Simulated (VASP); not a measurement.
Here is a VASP 6.6.1 calculation.

POSCAR

```
SiSe
1.0
    3.5952000000      0.0000000000      0.0000000000
   -1.7976000000      3.1135300000      0.0000000000
    0.0000000000      0.0000000000      3.5987300000
Si Se
1 1
Direct
    0.6666700000      0.3333300000      0.5000000000
    0.0000000000      0.0000000000      0.0000000000
```

INCAR.step1

```
SYSTEM = SiSe
PREC = Accurate
ENCUT = 600
ISMEAR = -1
SIGMA = 0.05
LREAL = .FALSE.
LASPH = .TRUE.
NELM = 80
GGA = PE
ALGO = Normal
EDIFF = 1E-4
LWAVE = .TRUE.
LCHARG = .FALSE.
```

INCAR.step2

```
SYSTEM = SiSe
PREC = Accurate
ENCUT = 600
EDIFF = 1E-6
ISMEAR = -1
SIGMA = 0.05
LREAL = .FALSE.
LASPH = .TRUE.
NELM = 80
ALGO = Normal
ISIF = 3
LWAVE = .FALSE.
LCHARG = .FALSE.
METAGGA = R2SCAN
LMIXTAU = .TRUE.
IVDW = 13
IBRION = 2
NSW = 60
EDIFFG = -0.01
VDW_S6 = 1.0
VDW_S8 = 0.6018749
VDW_A1 = 0.51559235
VDW_A2 = 5.77342911
ISTART = 1
```

KPOINTS

```
Automatic mesh
0
G
  9 9 7
  0 0 0
```

Potentials or basis: VASP PAW PBE potentials, release 64 (Si, Se).

Run with:

```bash
$ cat potpaw_PBE.64/Si/POTCAR potpaw_PBE.64/Se/POTCAR > POTCAR
$ cp INCAR.step1 INCAR
$ mpirun -np 1 vasp_std > vasp.out
$ cp INCAR.step2 INCAR
$ mpirun -np 1 vasp_std > vasp.out
```

Q: Estimate the dispersion energy per atom.

A: -0.144 eV.

Q: What does it give for the relaxed cell?

A: a = 3.577 Å, b = 3.577 Å, c = 3.605 Å, α = 90.00°, β = 90.00°, γ = 120.00°.

Q: Predict the relaxed volume.

A: 19.98 Å³/atom.

Q: What does it give for the band gap on the k mesh?

A: Zero (bands 5 and 6 overlap by 3.17 eV).

Final structure:
```
Si Se
1.0
     3.57742    0.00001    0.00000
    -1.78870    3.09813    0.00000
     0.00000    0.00000    3.60461
Si Se
1 1
Direct
  0.66667 0.33333 0.50000
  0.00000 0.00000 0.00000
```

Caveat: the PAW data sets were made with another functional, which shifts forces and pressure a little.
